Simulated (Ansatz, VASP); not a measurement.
BiTe: VASP beside Ansatz

```
CELL_PARAMETERS angstrom
0.00000 3.16896 3.16896
3.16896 0.00000 3.16896
3.16896 3.16896 0.00000
ATOMIC_POSITIONS crystal
Bi 0.00000 0.00000 0.00000
Te 0.50000 0.50000 0.50000
```

Change from the starting cell: volume scaled by 0.94.

Alike in both runs: task single point; functional PBEsol; k mesh 7 × 7 × 7; occupations fermi-dirac, width 0.05 eV; no spin polarisation.

|  | VASP | Ansatz |
| --- | --- | --- |
| version | VASP 6.6.1 | Ansatz 0.2.0 |
| potentials or method | VASP PAW PBE potentials, release 64 (Bi_d, Te), cutoff 520 eV | all-electron LAPW, scalar-relativistic |

```tsv
	VASP	Ansatz	Ansatz less VASP
gap on the k mesh at the Fermi level (eV)	none	none	-
pressure (GPa)	1.7	1.8	+0.03
```

VASP's potentials were made for PBE, not for PBEsol. A gap of «none» marks a metal or a gap that the smearing closes. Ansatz ran all-electron here, and VASP with PAW potentials.

Spin-orbit coupling is off throughout.
